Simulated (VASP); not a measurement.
Wanted: the native input for a VASP 6.6.1 run.

| Item | Value |
| --- | --- |
| Task | relaxation of cell and atoms |
| Functional | PBE |
| Potentials or basis | VASP PAW PBE potentials, release 64 (Pb_d) |
| Cutoff | 600 eV |
| k mesh | 18 × 18 × 18 |
| Occupations | fermi-dirac, width 0.05 eV |
| Spin | no spin polarisation |
| Dipole correction | no |
| Further INCAR settings | ALGO = Normal; EDIFF = 1e-06; IBRION = 2; EDIFFG = -0.003; NSW = 100; ISIF = 3 |

The structure of Pb lies in POSCAR:

```
Pb
1.0
    0.0000000000      2.4752500000      2.4752500000
    2.4752500000      0.0000000000      2.4752500000
    2.4752500000      2.4752500000      0.0000000000
Pb
1
Direct
    0.0000000000      0.0000000000      0.0000000000
```

One way to write it, as run:

INCAR

```
SYSTEM = Pb
ALGO     = Normal         ! electronic algorithm
EDIFF    = 1E-6           ! SCF threshold, eV
EDIFFG   = -0.003         ! ionic threshold
ENCUT    = 600            ! plane-wave cutoff, eV
GGA      = PE             ! functional
IBRION   = 2              ! ionic algorithm
ISIF     = 3              ! what is computed and relaxed
ISMEAR   = -1             ! smearing method
LASPH    = .True.         ! aspherical terms in the spheres
LCHARG   = .False.        ! write CHGCAR
LREAL    = .False.        ! projectors in reciprocal space
LWAVE    = .False.        ! write WAVECAR
NELM     = 100            ! most SCF steps
NSW      = 100            ! ionic steps
PREC     = Accurate       ! precision mode
SIGMA    = 0.05           ! smearing width, eV
```

KPOINTS

```
k-points
0
Gamma
  18 18 18
  0 0 0
```

Potentials or basis: VASP PAW PBE potentials, release 64 (Pb_d).

Run with:

```sh
$ cat potpaw_PBE.64/Pb_d/POTCAR > POTCAR
$ mpirun -np 1 vasp_std > vasp.out
```

It gave:

```yaml
Relaxed_volume: 32.00 Å³/atom
Relaxed_cell: a = 3.564 Å, b = 3.564 Å, c = 3.564 Å, α = 60.00°, β = 60.00°, γ = 60.00°
Space_group_after_relaxing_to_0.1_Å: Fm-3m (No. 225)
Energy_gained_by_relaxing: 11.9 meV/atom
Ionic_steps: 7
Pressure_after_relaxing: 0.0 GPa
Band_gap_on_the_k_mesh: zero (bands 7 and 8 overlap by 8.43 eV)
```

Caveat: spin-orbit coupling is left out, which moves the levels of the heavy elements.

Wall time 2.8 min on 1 thread of AMD EPYC 9R45 96-Core Processor (Zen 5) (shared host), peak memory 0.2 GiB.
